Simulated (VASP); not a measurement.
# Eu (Im-3m) in VASP: single point with PBEsol

Aim: the single point of Eu with PBEsol.

Program: VASP 6.6.1. These are calculated values, not measurements. Logs are shortened: lines on timing, memory, paths and dates and some standing lists are left out, and cuts for length are marked.

## 1. The cell of the first run

It takes space group Im-3m (No. 229, cubic). Conventional cell: a = 4.488 Å, b = 4.488 Å, c = 4.488 Å, α = 90.00°, β = 90.00°, γ = 90.00°. Eu (site symmetry m-3m) has 14 Eu at 3.89 to 4.49 Å within 5.1 Å.

## 2. Single point, PBEsol, collinear spin, ferromagnetic start

The input, INCAR:

```
PREC     = Accurate       # precision mode
ENCUT    = 520            # plane-wave cutoff, eV
EDIFF    = 1E-6           # SCF threshold, eV
ISMEAR   = -1             # smearing method
SIGMA    = 0.05           # smearing width, eV
LREAL    = F              # projectors in reciprocal space
LASPH    = T              # aspherical terms in the spheres
NELM     = 150            # most SCF steps
ALGO     = Normal         # electronic algorithm
ISIF     = 2              # what is computed and relaxed
LWAVE    = F              # write WAVECAR
LCHARG   = T              # write CHGCAR
ISPIN    = 2              # spin polarisation
MAGMOM   = 7              # initial moments
LORBIT   = 11             # projections on sites
LMAXMIX  = 6              # l up to which the mixer works
GGA      = PS             # functional
LELF     = T              # ELF
LVHAR    = T            
NBANDS   = 18             # bands
```

The input, KPOINTS:

```
Automatic mesh
0
Gamma
  10 10 10
```

The input, POSCAR:

```
Eu
1.0
   -2.2438010342      2.2438010342      2.2438010342
    2.2438010342     -2.2438010342      2.2438010342
    2.2438010342      2.2438010342     -2.2438010342
Eu
1
Direct
    0.0000000000      0.0000000000      0.0000000000
```

Potentials or basis: VASP PAW PBE potentials, release 64 (Eu).

The run is started by

```
$ cat potpaw_PBE.64/Eu/POTCAR > POTCAR
$ mpirun -np 1 vasp_std > vasp.out
```

OUTCAR:

```text
PREC = Accurate
   ENCUT = 520
   EDIFF = 1E-6
   ISMEAR = -1
   LREAL = F
   LASPH = T
   NELM = 150
   ISIF = 2
   ISPIN = 2
   LORBIT = 11
   GGA = PS

 ion  position               nearest neighbor table
   1  0.000  0.000  0.000-

  LATTYP: Found a body centered cubic cell.
 ALAT       =     4.4876020684

  Lattice vectors:

 A1 = (  -2.2438010342,   2.2438010342,   2.2438010342)
 A2 = (   2.2438010342,  -2.2438010342,   2.2438010342)
 A3 = (   2.2438010342,   2.2438010342,  -2.2438010342)

Analysis of symmetry for initial positions (statically):
=====================================================================
 Subroutine PRICEL returns:
 Original cell was already a primitive cell.

 Routine SETGRP: Setting up the symmetry group for a
 body centered cubic supercell.

 Subroutine GETGRP returns: Found 48 space group operations
 (whereof 48 operations were pure point group operations)
 out of a pool of 48 trial point group operations.

The static configuration has the point symmetry O_h .

Analysis of symmetry for dynamics (positions and initial velocities):
=====================================================================
 Subroutine PRICEL returns:
 Original cell was already a primitive cell.

 Routine SETGRP: Setting up the symmetry group for a
 body centered cubic supercell.

 Subroutine GETGRP returns: Found 48 space group operations
 (whereof 48 operations were pure point group operations)
 out of a pool of 48 trial point group operations.

The dynamic configuration has the point symmetry O_h .

Analysis of structural, dynamic, and magnetic symmetry:
=====================================================================
 Subroutine PRICEL returns:
 Original cell was already a primitive cell.

 Routine SETGRP: Setting up the symmetry group for a
 body centered cubic supercell.

 Subroutine GETGRP returns: Found 48 space group operations
 (whereof 48 operations were pure point group operations)
 out of a pool of 48 trial point group operations.

The overall configuration has the point symmetry O_h .

 Subroutine INISYM returns: Found 48 space group operations
 (whereof 48 operations are pure point group operations),
 and found     1 'primitive' translations

----------------------------------------------------------------------------------------

                                     Primitive cell

  volume of cell :      45.1869

[... 98 lines left out ...]
   NUPDOWN=      -1.0000    fix difference up-down
   EMIN   =  10.00;   EMAX   =-10.00  energy-range for DOS
   EFERMI =   0.00;   METHOD = LEGACY
   ISMEAR =    -1;   SIGMA  =   0.05  broadening in eV -4-tet -1-fermi 0-gaus
   EFERMI_NEDOS =   21; number of points for ismear=-14 and -15
   IALGO  =     38    algorithm
   IMIX   =      4    mixing-type and parameters
     AMIX     =   0.40;   BMIX     =  1.00
     AMIX_MAG =   1.60;   BMIX_MAG =  1.00
  volume/ion in A,a.u.               =      45.19       304.94
  Fermi-wavevector in a.u.,A,eV,Ry     =   1.181826  2.233327 19.003423  1.396712
  Thomas-Fermi vector in A             =   2.318092
   LORBIT       =     11    0 simple, 1 ext, 2 COOP (PROOUT), +10 PAW based schemes
   GGA     = PS    functional components
   LHFCALC =     F    Hartree Fock is set to
   AEXX    =    0.0000 exact exchange contribution
   IVDW    =     0    specifies the selected vdW correction
   LEPSILON=     F    determine dielectric tensor
   LRPA    =     F    only Hartree local field effects (RPA)
 spin polarized calculation
  energy-cutoff  :      520.00
  volume of cell :       45.19
 maximum number of plane-waves:      1264
 NGX is ok and might be reduce to    30
   NGX = 15   NGY = 15   NGZ = 15

 number of electron      16.9999995 magnetization       7.3670566

 Free energy of the ion-electron system (eV)
  ---------------------------------------------------
  ext. energy  EPLUGINS =         0.00000000
  ---------------------------------------------------
  free energy    TOTEN  =       -11.62718557 eV

  energy without entropy =      -11.61256005  energy(sigma->0) =      -11.61987281

 E-fermi :   1.7442     XC(G=0):  -8.6605

 val. band max:        1.7343190312   @ k =  -0.4000  -0.4000   0.1000
 cond. band min:       1.7489128407   @ k =   0.3000   0.3000   0.0000
 fundamental gap:      0.0145938095
 Fermi energy:         1.7442370264

 spin component 1

 k-point     1 :       0.0000    0.0000    0.0000
  band No.  band energies     occupation
      1     -39.9704      1.00000
      2     -18.5721      1.00000
      3     -18.5721      1.00000
      4     -18.5721      1.00000
      5      -2.5870      1.00000
      6       1.2156      0.99997
[... 493 lines left out ...]
     17       5.5699      0.00000
     18       9.6122      0.00000

 [... further k-points ...]

 spin component 2

 k-point     1 :       0.0000    0.0000    0.0000
  band No.  band energies     occupation
      1     -36.8546      1.00000
      2     -16.2211      1.00000
      3     -16.2211      1.00000
      4     -16.2211      1.00000
      5      -1.7907      1.00000
      6       4.4570      0.00000
[... 493 lines left out ...]
     17       6.8445      0.00000
     18      10.7785      0.00000

 [... further k-points ...]

------------------------ aborting loop because EDIFF is reached ----------------------------------------

  FORCE on cell =-STRESS in cart. coord.  units (eV):
  Direction    XX          YY          ZZ          XY          YZ          ZX
  --------------------------------------------------------------------------------------
  -------------------------------------------------------------------------------------
  Total       -0.6169165     -0.6169165     -0.6169165      0.0000000      0.0000000     -0.0000000
  in kB      -21.8737855    -21.8737855    -21.8737855      0.0000000      0.0000000     -0.0000000
  external PRESSURE =     -21.8737855 kB  Pullay stress =       0.0000000 kB

 VOLUME and BASIS-vectors are now :
 -----------------------------------------------------------------------------
  energy-cutoff  :      520.00
  volume of cell :       45.19
      direct lattice vectors                 reciprocal lattice vectors
    -2.243801034  2.243801034  2.243801034     0.000000000  0.222836157  0.222836157
     2.243801034 -2.243801034  2.243801034     0.222836157  0.000000000  0.222836157
     2.243801034  2.243801034 -2.243801034     0.222836157  0.222836157  0.000000000

 POSITION                                       TOTAL-FORCE (eV/Angst)
 -----------------------------------------------------------------------------------
      0.00000      0.00000      0.00000         0.000000      0.000000     -0.000000
 -----------------------------------------------------------------------------------
    total drift:                               -0.000000     -0.000000      0.000000

  FREE ENERGIE OF THE ION-ELECTRON SYSTEM (eV)
  ---------------------------------------------------
  free  energy   TOTEN  =       -11.6271855664 eV

  energy  without entropy=      -11.6125600522  energy(sigma->0) =      -11.61987281

 total charge

# of ion       s       p       d       f       tot
--------------------------------------------------
    1        2.078   5.686   0.266   6.657  14.688

 magnetization (x)

# of ion       s       p       d       f       tot
--------------------------------------------------
    1       -0.002  -0.084   0.135   6.656   6.705
```

stdout:

```text
POSCAR found type information on POSCAR Eu
 POSCAR found :  1 types and       1 ions
 scaLAPACK will be used
 -----------------------------------------------------------------------------
|                                                                             |
|                                                                             |
|     You enforced a specific xc type in the INCAR file but a different       |
|     I HOPE YOU KNOW WHAT YOU ARE DOING!                                     |
|                                                                             |
 -----------------------------------------------------------------------------

 LDA part: xc-table for (Slater+PW92), standard interpolation
 POSCAR, INCAR and KPOINTS ok, starting setup
 FFT: planning ... GRIDC
 FFT: planning ... GRID_SOFT
 FFT: planning ... GRID
 WAVECAR not read
 entering main loop
```

Wall time 75 s (1 thread of Intel Xeon 6975P-C (Granite Rapids), shared host); peak memory 0.24 GiB.

Results:

```
Free energy                                           : -11.6272 eV
Pressure                                              : -2.2 GPa
Net moment                                            : 7.37 μB per cell
Site moments                                          : Eu +6.71 μB
Valence electrons inside the program's atomic spheres : Eu 14.69
```

Caveat: the PAW data sets were made with another functional, which shifts forces and pressure a little; spin-orbit coupling is left out, which moves the levels of the heavy elements. The state reached can hang on the start; a lower one may exist.
